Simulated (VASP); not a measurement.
# Al36H in VASP: a series of runs

Al36H is run at these levels: PBE+D3(BJ); tasks: single point.

All numbers are computed with VASP 6.6.1; they aren't measurements. Logs are shortened: lines on timing, memory, paths and dates and some standing lists are left out, and cuts for length are marked.

### 1 The cell of the first run

The cell holds a slab with vacuum, 37 atoms: a = 5.629 Å, b = 5.629 Å, c = 35.907 Å, α = 90.00°, β = 90.00°, γ = 120.00°.

### 2 Single point, PBE+D3(BJ)

File INCAR:

```
SYSTEM = Al36H
PREC     = Accurate       ! precision mode
ENCUT    = 520            ! plane-wave cutoff, eV
EDIFF    = 1E-7           ! SCF threshold, eV
ISMEAR   = 0              ! smearing method
SIGMA    = 0.1            ! smearing width, eV
LREAL    = Auto         
LASPH    = .TRUE.         ! aspherical terms in the spheres
NELM     = 80             ! most SCF steps
ALGO     = Normal         ! electronic algorithm
ISIF     = 2              ! what is computed and relaxed
LWAVE    = .FALSE.        ! write WAVECAR
LCHARG   = .TRUE.         ! write CHGCAR
LDIPOL   = .TRUE.       
IDIPOL   = 3            
DIPOL    = 0.5 0.5 0.378
GGA      = PE             ! functional
IVDW     = 12             ! dispersion correction
LELF     = .TRUE.         ! ELF
LVHAR    = .TRUE.       
LVACPOTAV= .TRUE.       
NBANDS   = 78             ! bands
```

File KPOINTS:

```
regular mesh
0
G
  6 6 1
  0 0 0
```

File POSCAR:

```
Al36H
1.0
    5.6288445219      0.0000000000      0.0000000000
   -2.8144222609      4.8747223499      0.0000000000
    0.0000000000      0.0000000000     35.9073562080
Al H
36 1
Direct
    0.1666666667      0.3333333333      0.1113977865
    0.1666666667      0.8333333333      0.1113977865
    0.6666666667      0.3333333333      0.1113977865
    0.6666666667      0.8333333333      0.1113977865
    0.0000000000      0.0000000000      0.1757372983
    0.0000000000      0.5000000000      0.1757372983
    0.5000000000      0.0000000000      0.1757372983
    0.5000000000      0.5000000000      0.1757372983
    0.3333333333      0.1666666667      0.2400768102
    0.3333333333      0.6666666667      0.2400768102
    0.8333333333      0.1666666667      0.2400768102
    0.8333333333      0.6666666667      0.2400768102
    0.0000000000      0.0000000000      0.3044163221
    0.0000000000      0.5000000000      0.3044163221
    0.5000000000      0.0000000000      0.3044163221
    0.5000000000      0.5000000000      0.3044163221
    0.1666666667      0.3333333333      0.3682539347
    0.1666666667      0.8333333333      0.3682539347
    0.6666666667      0.3333333333      0.3682539347
    0.6666666667      0.8333333333      0.3682539347
    0.0000000000      0.0000000000      0.4320699059
    0.0000000000      0.5000000000      0.4320699059
    0.5000000000      0.0000000000      0.4320699059
    0.5000000000      0.5000000000      0.4320699059
    0.3333333333      0.1666666667      0.4967844642
    0.3333333333      0.6666666667      0.4967844642
    0.8333333333      0.1666666667      0.4967844642
    0.8333333333      0.6666666667      0.4967844642
    0.0000000000      0.0000000000      0.5611166564
    0.0000000000      0.5000000000      0.5611166564
    0.5000000000      0.0000000000      0.5611166564
    0.5000000000      0.5000000000      0.5611166564
    0.1666666667      0.3333333333      0.6268174153
    0.1666666667      0.8333333333      0.6268174153
    0.6666666667      0.3333333333      0.6268174153
    0.6666666667      0.8333333333      0.6268174153
    0.1666666667      0.3333333333      0.7215055338
```

Potentials or basis: VASP PAW PBE potentials, release 64 (Al, H).

Started as:

```bash
$ cat potpaw_PBE.64/Al/POTCAR potpaw_PBE.64/H/POTCAR > POTCAR
$ mpirun -np 1 vasp_std > vasp.out
```

OUTCAR:

```text
SYSTEM = Al36H
   PREC = Accurate
   ENCUT = 520
   EDIFF = 1E-7
   ISMEAR = 0
   LREAL = Auto
   LASPH = .TRUE.
   NELM = 80
   ISIF = 2
   GGA = PE
   IVDW = 12
 IVDW          = 12

 ion  position               nearest neighbor table
   1  0.167  0.333  0.111-   2 2.81   2 2.81   3 2.81   3 2.81   4 2.81   4 2.81   5 2.82   8 2.82
                             6 2.82
   2  0.167  0.833  0.111-   1 2.81   1 2.81   4 2.81   4 2.81   3 2.81   3 2.81   6 2.82   7 2.82
                             5 2.82
   3  0.667  0.333  0.111-   4 2.81   4 2.81   1 2.81   1 2.81   2 2.81   2 2.81   7 2.82   6 2.82
                             8 2.82
   4  0.667  0.833  0.111-   3 2.81   3 2.81   2 2.81   2 2.81   1 2.81   1 2.81   8 2.82   5 2.82
                             7 2.82
   5  0.000  0.000  0.176-   6 2.81   6 2.81   7 2.81   7 2.81   8 2.81   8 2.81   1 2.82   4 2.82
                             2 2.82  12 2.82   9 2.82  11 2.82
   6  0.000  0.500  0.176-   5 2.81   5 2.81   8 2.81   8 2.81   7 2.81   7 2.81   2 2.82   3 2.82
                             1 2.82  11 2.82  10 2.82  12 2.82
   7  0.500  0.000  0.176-   8 2.81   8 2.81   5 2.81   5 2.81   6 2.81   6 2.81   3 2.82   2 2.82
                             4 2.82  10 2.82  11 2.82   9 2.82
   8  0.500  0.500  0.176-   7 2.81   7 2.81   6 2.81   6 2.81   5 2.81   5 2.81   4 2.82   1 2.82
                             3 2.82   9 2.82  12 2.82  10 2.82
   9  0.333  0.167  0.240-  10 2.81  10 2.81  11 2.81  11 2.81  12 2.81  12 2.81  16 2.82   8 2.82
[... 40 lines left out ...]
                            27 2.82  33 2.86  36 2.86  34 2.86
  30  0.000  0.500  0.561-  29 2.81  29 2.81  32 2.81  32 2.81  31 2.81  31 2.81  27 2.82  26 2.82
                            28 2.82  34 2.86  35 2.86  33 2.86
  31  0.500  0.000  0.561-  32 2.81  32 2.81  29 2.81  29 2.81  30 2.81  30 2.81  26 2.82  27 2.82
                            25 2.82  35 2.86  34 2.86  36 2.86
  32  0.500  0.500  0.561-  31 2.81  31 2.81  30 2.81  30 2.81  29 2.81  29 2.81  25 2.82  28 2.82
                            26 2.82  36 2.86  33 2.86  35 2.86
  33  0.167  0.333  0.627-  34 2.81  34 2.81  35 2.81  35 2.81  36 2.81  36 2.81  29 2.86  32 2.86
                            30 2.86
  34  0.167  0.833  0.627-  33 2.81  33 2.81  36 2.81  36 2.81  35 2.81  35 2.81  30 2.86  31 2.86
                            29 2.86
  35  0.667  0.333  0.627-  36 2.81  36 2.81  33 2.81  33 2.81  34 2.81  34 2.81  31 2.86  30 2.86
                            32 2.86
  36  0.667  0.833  0.627-  35 2.81  35 2.81  34 2.81  34 2.81  33 2.81  33 2.81  32 2.86  29 2.86
                            31 2.86
  37  0.167  0.333  0.722-

  LATTYP: Found a hexagonal cell.
 ALAT       =     5.6288445219
 C/A-ratio  =     6.3791700176

  Lattice vectors:

 A1 = (   5.6288445219,   0.0000000000,   0.0000000000)
 A2 = (  -2.8144222609,   4.8747223499,   0.0000000000)
 A3 = (   0.0000000000,   0.0000000000,  35.9073562080)

Analysis of symmetry for initial positions (statically):
=====================================================================
 Subroutine PRICEL returns:
 Original cell was already a primitive cell.

 Routine SETGRP: Setting up the symmetry group for a
 hexagonal supercell.

 Subroutine GETGRP returns: Found  6 space group operations
 (whereof  2 operations were pure point group operations)
 out of a pool of 24 trial point group operations.

The static configuration has the point symmetry C_1h.
 The point group associated with its full space group is C_3v.

Analysis of symmetry for dynamics (positions and initial velocities):
=====================================================================
 Subroutine PRICEL returns:
 Original cell was already a primitive cell.

 Routine SETGRP: Setting up the symmetry group for a
 hexagonal supercell.

 Subroutine GETGRP returns: Found  6 space group operations
 (whereof  2 operations were pure point group operations)
 out of a pool of 24 trial point group operations.

The dynamic configuration has the point symmetry C_1h.
 The point group associated with its full space group is C_3v.

 Subroutine INISYM returns: Found  6 space group operations
 (whereof  2 operations are pure point group operations),
 and found     1 'primitive' translations

----------------------------------------------------------------------------------------

                                     Primitive cell

  volume of cell :     985.2639

  direct lattice vectors                    reciprocal lattice vectors
     5.628844522  0.000000000  0.000000000     0.177656355  0.102569944  0.000000000
    -2.814422261  4.874722350  0.000000000     0.000000000  0.205139889  0.000000000
[... 97 lines left out ...]
     0.000000000  0.000000000  0.027849447     0.000000000  0.000000000  1.000000000

  Length of vectors
     0.034189981  0.034189981  0.027849447

  Shift w.r.t. Gamma in fractional coordinates (k-lattice)
     0.000000000  0.000000000  0.000000000

 Subroutine IBZKPT returns following result:
 ===========================================

 Found      7 irreducible k-points:

 Following reciprocal coordinates:
            Coordinates               Weight
  0.000000  0.000000  0.000000      1.000000
  0.166667  0.000000  0.000000      6.000000
  0.333333  0.000000  0.000000      6.000000
  0.500000  0.000000  0.000000      3.000000
  0.166667  0.166667  0.000000      6.000000
  0.333333  0.166667  0.000000     12.000000
  0.333333  0.333333  0.000000      2.000000
   k-points           NKPTS =      7   k-points in BZ     NKDIM =      7   number of bands    NBANDS=     78
   number of dos      NEDOS =    301   number of ions     NIONS =     37
   total plane-waves  NPLWV = 476280
   dimension x,y,z NGX =    42 NGY =   42 NGZ =  270
   dimension x,y,z NGXF=    84 NGYF=   84 NGZF=  540
   ions per type =              36   1
   NGX,Y,Z   is equivalent  to a cutoff of  12.40, 12.40, 12.50 a.u.
   NGXF,Y,Z  is equivalent  to a cutoff of  24.81, 24.81, 25.00 a.u.
 SYSTEM =  Al36H
   PREC   = accura    normal or accurate (medium, high low for compatibility)
   ISTART =      0    job   : 0-new  1-cont  2-samecut
   ICHARG =      2    charge: 1-file 2-atom 10-const
   ISPIN  =      1    spin polarized calculation?
   LNONCOLLINEAR =      F non collinear calculations
   LSORBIT =      F    spin-orbit coupling
   LASPH  =      T    aspherical Exc in radial PAW
   ENCUT  =  520.0 eV  38.22 Ry    6.18 a.u.  10.47 10.47 66.76*2*pi/ulx,y,z
   NELM   =     80;   NELMIN=  2; NELMDL= -5     # of ELM steps
   EDIFF  = 0.1E-06   stopping-criterion for ELM
   LREAL  =      T    real-space projection
   EDIFFG = 0.1E-05   stopping-criterion for IOM
   NSW    =      0    number of steps for IOM
   IBRION =     -1    ionic relax: 0-MD 1-quasi-New 2-CG
   NFREE  =      0    steps in history (QN), initial steepest desc. (CG)
   ISIF   =      2    stress and relaxation
   ISYM   =      2    0-nonsym 1-usesym 2-fastsym
   POTIM  = 0.5000    time-step for ionic-motion
   TEBEG  =    0.0;   TEEND  =   0.0 temperature during run
   PSTRESS=    0.0 pullay stress
   NELECT =     109.0000    total number of electrons
   NUPDOWN=      -1.0000    fix difference up-down
   EMIN   =  10.00;   EMAX   =-10.00  energy-range for DOS
   EFERMI =   0.00;   METHOD = LEGACY
   ISMEAR =     0;   SIGMA  =   0.10  broadening in eV -4-tet -1-fermi 0-gaus
   EFERMI_NEDOS =   21; number of points for ismear=-14 and -15
   IALGO  =     38    algorithm
   IMIX   =      4    mixing-type and parameters
     AMIX     =   0.40;   BMIX     =  1.00
     AMIX_MAG =   1.60;   BMIX_MAG =  1.00
  volume/ion in A,a.u.               =      26.63       179.70
  Fermi-wavevector in a.u.,A,eV,Ry     =   0.785898  1.485132  8.403442  0.617636
  Thomas-Fermi vector in A             =   1.890327
   LORBIT       =      0    0 simple, 1 ext, 2 COOP (PROOUT), +10 PAW based schemes
   GGA     = PE    functional components
   LHFCALC =     F    Hartree Fock is set to
   AEXX    =    0.0000 exact exchange contribution
   IVDW    =    12    specifies the selected vdW correction
   LEPSILON=     F    determine dielectric tensor
   LRPA    =     F    only Hartree local field effects (RPA)
 non-spin polarized calculation
 Gauss-broadening in eV      SIGMA  =   0.10
  energy-cutoff  :      520.00
  volume of cell :      985.26
 maximum number of plane-waves:     26641
 NGX is ok and might be reduce to    42
   NGX = 21   NGY = 21   NGZ =133

 dipolmoment           0.000000      0.000000     -1.179259 electrons x Angstroem

 number of electron     109.0000001 magnetization

 dipolmoment           0.000000      0.000000      0.323380 electrons x Angstroem

 Free energy of the ion-electron system (eV)
  ---------------------------------------------------
  ext. energy  EPLUGINS =         0.00000000
  ---------------------------------------------------
  free energy    TOTEN  =      -132.22888361 eV

  energy without entropy =     -132.13487387  energy(sigma->0) =     -132.18187874

 E-fermi :   2.8030     XC(G=0):  -6.6732

 val. band max:        2.7990089407   @ k =   0.1667   0.0000   0.0000
 cond. band min:       2.8437854412   @ k =   0.3333   0.0000   0.0000
 fundamental gap:      0.0447765005
 Fermi energy:         2.8030380104

 k-point     1 :       0.0000    0.0000    0.0000
  band No.  band energies     occupation
      1      -8.5011      2.00000
      2      -8.2369      2.00000
      3      -7.8508      2.00000
      4      -7.2980      2.00000
      5      -6.6187      2.00000
      6      -5.8044      2.00000
[... 472 lines left out ...]
     65       5.4163      0.00000
     66       5.4170      0.00000
 [bands above 66 left out]

------------------------ aborting loop because EDIFF is reached ----------------------------------------

 Edisp (eV)  -11.24987

 E8    (eV) :    -5.0993

  FORCE on cell =-STRESS in cart. coord.  units (eV):
  Direction    XX          YY          ZZ          XY          YZ          ZX
  --------------------------------------------------------------------------------------
  -------------------------------------------------------------------------------------
  Total      -3.75262    -3.75262    -1.55885    -0.00000     0.00000     0.00000
  in kB      -6.10229    -6.10229    -2.53491    -0.00000     0.00000     0.00000
  external pressure =       -4.91 kB  Pullay stress =        0.00 kB

 VOLUME and BASIS-vectors are now :
 -----------------------------------------------------------------------------
  energy-cutoff  :      520.00
  volume of cell :      985.26
      direct lattice vectors                 reciprocal lattice vectors
     5.628844522  0.000000000  0.000000000     0.177656355  0.102569944  0.000000000
    -2.814422261  4.874722350  0.000000000     0.000000000  0.205139889  0.000000000
     0.000000000  0.000000000 35.907356208     0.000000000  0.000000000  0.027849447

 POSITION                                       TOTAL-FORCE (eV/Angst)
 -----------------------------------------------------------------------------------
      0.00000      1.62491      4.00000         0.000000      0.000000     -0.116323
     -1.40721      4.06227      4.00000        -0.002331     -0.001346     -0.106252
      2.81442      1.62491      4.00000         0.000000      0.002691     -0.106252
      1.40721      4.06227      4.00000         0.002331     -0.001346     -0.106252
      0.00000      0.00000      6.31026         0.000000      0.032056      0.113972
     -1.40721      2.43736      6.31026         0.027761     -0.016028      0.113972
[... 29 lines left out ...]
      1.40721      4.06227     22.50736        -0.003661      0.002114      0.042945
      0.00000      1.62491     25.90736         0.000000      0.000000     -0.720642
 -----------------------------------------------------------------------------------
    total drift:                               -0.000001      0.000000     -0.028695

  FREE ENERGIE OF THE ION-ELECTRON SYSTEM (eV)
  ---------------------------------------------------
  free  energy   TOTEN  =      -143.4787585731 eV

  energy  without entropy=     -143.3847488283  energy(sigma->0) =     -143.43175370

 vacuum level on the upper side and lower side of the slab         9.007         6.874
```

It took 18 min on 1 thread of Intel Xeon 6975P-C (Granite Rapids), shared host; peak memory 1.1 GiB.

Results:

```
Free energy                : -143.4788 eV
Largest force              : 0.721 eV/Å
Band gap on the k mesh     : zero (an odd number of electrons rules out a gap without spin polarisation)
Dispersion energy per atom : -0.304 eV
```

Forces in eV/Å, atoms in the order of the input:
```
Al   0.000  0.000 -0.116
Al  -0.002 -0.001 -0.106
Al   0.000  0.003 -0.106
Al   0.002 -0.001 -0.106
Al   0.000  0.032  0.114
Al   0.028 -0.016  0.114
Al   0.000  0.000  0.131
Al  -0.028 -0.016  0.114
Al  -0.015  0.009 -0.025
Al   0.000 -0.017 -0.025
Al   0.015  0.009 -0.025
Al   0.000  0.000 -0.026
Al   0.000  0.014  0.025
Al   0.012 -0.007  0.025
Al   0.000  0.000  0.004
Al  -0.012 -0.007  0.025
Al   0.000  0.000  0.021
Al  -0.003 -0.002 -0.007
Al   0.000  0.004 -0.007
Al   0.003 -0.002 -0.007
Al   0.000  0.020 -0.002
Al   0.018 -0.010 -0.002
Al   0.000  0.000  0.037
Al  -0.018 -0.010 -0.002
Al  -0.002  0.001 -0.014
Al   0.000 -0.002 -0.014
Al   0.002  0.001 -0.014
Al   0.000  0.000  0.016
Al   0.000 -0.006  0.002
Al  -0.005  0.003  0.002
Al   0.000  0.000 -0.021
Al   0.005  0.003  0.002
Al   0.000  0.000  0.586
Al   0.004  0.002  0.043
Al   0.000 -0.004  0.043
Al  -0.004  0.002  0.043
H    0.000  0.000 -0.721
```

Levels at points of the mesh, in eV from the Fermi level:
```tsv
k point	band 51	band 52	band 53	band 54	band 55	band 56	band 57	band 58	band 59	band 60
(0.00, 0.00, 0.00)	-1.28	-1.28	-1.28	-1.12	-0.56	-0.55	-0.55	-0.46	-0.45	-0.45
(0.50, 0.00, 0.00)	-0.19	-0.13	-0.11	-0.08	-0.05	0.28	0.42	0.44	0.44	0.67
```

### 3 Single point, PBE+D3(BJ)

File INCAR:

```
SYSTEM = Al36H
PREC = Accurate ; ENCUT = 520
EDIFF = 1E-6 ; ISMEAR = 0
SIGMA = 0.1 ; LREAL = Auto
LASPH = .True. ; NELM = 100
ALGO = Normal ; ISIF = 2
LWAVE = .False. ; LCHARG = .False.
LDIPOL = .True. ; IDIPOL = 3
DIPOL = 0.5 0.5 0.378 ; GGA = PE
IVDW = 12 ; NBANDS = 78
```

File KPOINTS:

```
regular mesh
0
Gamma
  6 6 1
  0 0 0
```

POSCAR, as its differences from that of step 2:

```diff
@@ -44,2 +44,2 @@
     0.6666666667      0.8333333333      0.6268174153
-    0.1666666667      0.3333333333      0.7215055338
+    0.3333333333      0.6666666667      0.7215055338
```

Potentials or basis: VASP PAW PBE potentials, release 64 (Al, H).

Started as:

```bash
$ cat potpaw_PBE.64/Al/POTCAR potpaw_PBE.64/H/POTCAR > POTCAR
$ mpirun -np 1 vasp_std > vasp.out
```

Wall time 16 min (1 thread of Intel Xeon 6975P-C (Granite Rapids), shared host); peak memory 1.1 GiB.

Results (log left out):

| Quantity | Value |
| --- | --- |
| Free energy | -143.4431 eV |
| Largest force | 0.635 eV/Å |
| Band gap on the k mesh | zero (an odd number of electrons rules out a gap without spin polarisation) |
| Dispersion energy per atom | -0.304 eV |

Forces on the atoms (eV/Å):
```
Al   0.000  0.017 -0.113
Al   0.015 -0.009 -0.113
Al   0.000  0.000 -0.108
Al  -0.015 -0.009 -0.113
Al   0.000  0.000  0.122
Al   0.025  0.014  0.119
Al   0.000 -0.029  0.119
Al  -0.025  0.014  0.119
Al   0.006  0.003 -0.025
Al   0.000  0.000 -0.029
Al  -0.006  0.003 -0.025
Al   0.000 -0.007 -0.025
Al   0.000  0.000  0.005
Al   0.021  0.012  0.027
Al   0.000 -0.025  0.027
Al  -0.021  0.012  0.027
Al   0.000  0.013  0.006
Al   0.012 -0.007  0.006
Al   0.000  0.000 -0.024
Al  -0.012 -0.007  0.006
Al   0.000  0.000 -0.003
Al   0.015  0.009  0.012
Al   0.000 -0.018  0.012
Al  -0.015  0.009  0.012
Al  -0.001 -0.001  0.002
Al   0.000  0.000 -0.043
Al   0.001 -0.001  0.002
Al   0.000  0.002  0.002
Al   0.000  0.000 -0.020
Al  -0.005 -0.003  0.003
Al   0.000  0.006  0.003
Al   0.005 -0.003  0.003
Al   0.000  0.022  0.204
Al   0.019 -0.011  0.204
Al   0.000  0.000  0.030
Al  -0.019 -0.011  0.204
H    0.000  0.000 -0.635
```

Levels at points of the mesh, in eV from the Fermi level:
| k point | band 51 | band 52 | band 53 | band 54 | band 55 | band 56 | band 57 | band 58 | band 59 | band 60 |
| --- | --- | --- | --- | --- | --- | --- | --- | --- | --- | --- |
| (0.00, 0.00, 0.00) | -1.28 | -1.27 | -1.27 | -1.13 | -0.55 | -0.54 | -0.54 | -0.47 | -0.46 | -0.46 |
| (0.50, 0.00, 0.00) | -0.20 | -0.14 | -0.11 | -0.08 | -0.04 | 0.28 | 0.42 | 0.44 | 0.44 | 0.67 |
